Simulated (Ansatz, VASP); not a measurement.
## One calculation of AsI, two programs

INCAR

```
ALGO = Normal
EDIFF = 1E-6
EDIFFG = -0.04
ENCUT = 600
GGA = PE
IBRION = 2
ISIF = 3
ISMEAR = 0
LASPH = True
LCHARG = False
LREAL = False
LWAVE = False
NELM = 60
NSW = 90
PREC = Accurate
SIGMA = 0.1
```

Contents of KPOINTS:

```
k-points
0
Gamma
  6 6 4
```

POSCAR

```
AsI
1.0
    3.6974071557      0.0000000000      0.0000000000
    0.0000000000      3.6974071557      0.0000000000
    0.0000000000      0.0000000000      4.8462443791
As I
1 1
Direct
    0.5000000000      0.5000000000      0.5000000000
    0.0000000000      0.0000000000      0.0000000000
```

Input for Ansatz:

```yaml
crystal:
  lattice:
    - [3.6974071557, 0.0, 0.0]
    - [0.0, 3.6974071557, 0.0]
    - [0.0, 0.0, 4.8462443791]
  atoms:
    - { symbol: As, position: [0.5, 0.5, 0.5] }
    - { symbol: I, position: [0.0, 0.0, 0.0] }
basis:
  ecutwfc: 420
kpoints:
  mp_grid: { grid: [6, 6, 4] }
hamiltonian:
  xc: pbe
scf:
  occupations: { method: gaussian, width: 0.1 }
  lower_state_search: "off"
output:
  forces: true
  stress: true
  eigenvalues: true
relax:
  adjacent_minimum: "off"
  f_tol: 0.04
  max_steps: 70
  cell: { stress_tol: 0.4 }
```

Alike in both runs: task relaxation of cell and atoms; functional PBE; k mesh 6 × 6 × 4; occupations gaussian, width 0.1 eV; no spin polarisation.

|  | VASP | Ansatz |
| --- | --- | --- |
| version | VASP 6.6.1 | Ansatz 0.2.0 |
| potentials or method | VASP PAW PBE potentials, release 64 (As, I), cutoff 600 eV | scalar-relativistic, plane waves, PAW |
| valence electrons in the cell | 12 | 32 |

```csv
,VASP,Ansatz,Ansatz less VASP
"gap on the k mesh at the Fermi level, each at its own relaxed structure (eV)",none,none,-
relaxed volume (Å³/atom),25.86,25.83,-0.029
relaxed cell length with the largest relative difference (Å),3.856,3.835,-0.0203
```

A gap of «none» marks a metal or a gap that the smearing closes. VASP's potentials hold 12 valence electrons a cell and Ansatz's 32, so a difference there can come from the potentials and not from the codes.

Spin-orbit coupling is off throughout. Noted on VASP's run: the volume moved by over 15 % at a fixed basis, so the end points are rough.
